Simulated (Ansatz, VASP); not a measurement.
## One calculation of N, two programs

File POSCAR:

```
N
1.0
    2.5194737886      0.0000000000      0.0000000000
   -1.2597368943      2.1819283051      0.0000000000
    0.0000000000      0.0000000000      2.4460020000
N
2
Direct
    0.3333333333      0.6666666667      0.7500000000
    0.6666666667      0.3333333333      0.2500000000
```

File INCAR.step1:

```
ALGO     = Normal         # electronic algorithm
EDIFF    = 1E-5           # SCF threshold, eV
ENCUT    = 520            # plane-wave cutoff, eV
GGA      = PE             # functional
ISIF     = 2              # what is computed and relaxed
ISMEAR   = -1             # smearing method
LASPH    = T              # aspherical terms in the spheres
LREAL    = F              # projectors in reciprocal space
LWAVE    = T              # write WAVECAR
NBANDS   = 12             # bands
NELM     = 80             # most SCF steps
PREC     = Accurate       # precision mode
SIGMA    = 0.05           # smearing width, eV
```

INCAR.step2

```
AEXX     = 0.25           # exact-exchange fraction
ALGO     = Normal         # electronic algorithm
EDIFF    = 1E-7           # SCF threshold, eV
ENCUT    = 520            # plane-wave cutoff, eV
GGA      = PE             # functional
ISIF     = 2              # what is computed and relaxed
ISMEAR   = -1             # smearing method
ISTART   = 1            
LASPH    = T              # aspherical terms in the spheres
LCHARG   = T              # write CHGCAR
LELF     = T              # ELF
LHFCALC  = T              # exact exchange
LREAL    = F              # projectors in reciprocal space
LVHAR    = T            
LWAVE    = F              # write WAVECAR
NBANDS   = 12             # bands
NELM     = 80             # most SCF steps
PREC     = Accurate       # precision mode
PRECFOCK = Normal       
SIGMA    = 0.05           # smearing width, eV
```

Contents of KPOINTS:

```
k-points
0
Gamma
  7 7 6
```

Contents of input.yaml:

```yaml
crystal:
  lattice:
    - [2.5194737886, 0.0, 0.0]
    - [-1.2597368943, 2.1819283051, 0.0]
    - [0.0, 0.0, 2.446002]
  atoms:
    - { symbol: "N", position: [0.3333333333, 0.6666666667, 0.75] }
    - { symbol: "N", position: [0.6666666667, 0.3333333333, 0.25] }
hamiltonian:
  xc: pbe0
  pseudopotentials: { kind: paw }
kpoints:
  mp_grid: { grid: [7, 7, 6] }
scf:
  occupations: { method: fermi_dirac, width: 0.05 }
  n_extra_bands: 6
output:
  forces: true
  stress: true
  eigenvalues: true
  dos: { projected: true, de: 0.05 }
  write_density: true
  write_potential: true
  elf: true
  volumetric_format: npy
```

Alike in both runs: functional PBE0; k mesh 7 × 7 × 6; occupations fermi-dirac, width 0.05 eV; no spin polarisation.

|  | VASP | Ansatz |
| --- | --- | --- |
| version | VASP 6.6.1 | Ansatz 0.2.0 |
| potentials or method | VASP PAW PBE potentials, release 64 (N) | Ansatz PAW |
| plane-wave cutoff (eV) | 520 | 420 |
| valence electrons in the cell | 10 | 10 |
| task | single point | projected density of states |

|  | VASP | Ansatz | Ansatz less VASP |
| --- | --- | --- | --- |
| gap on the k mesh at the Fermi level (eV) | none | none | - |
| pressure (GPa) | -1.8 | -1.7 | +0.06 |
| traceless stress, the component that is largest in VASP (GPa) | -10.16 | -10.35 | -0.197 |

A gap of «none» marks a metal or a gap that the smearing closes.

The k mesh is coarse, so the values compare programs but aren't converged.
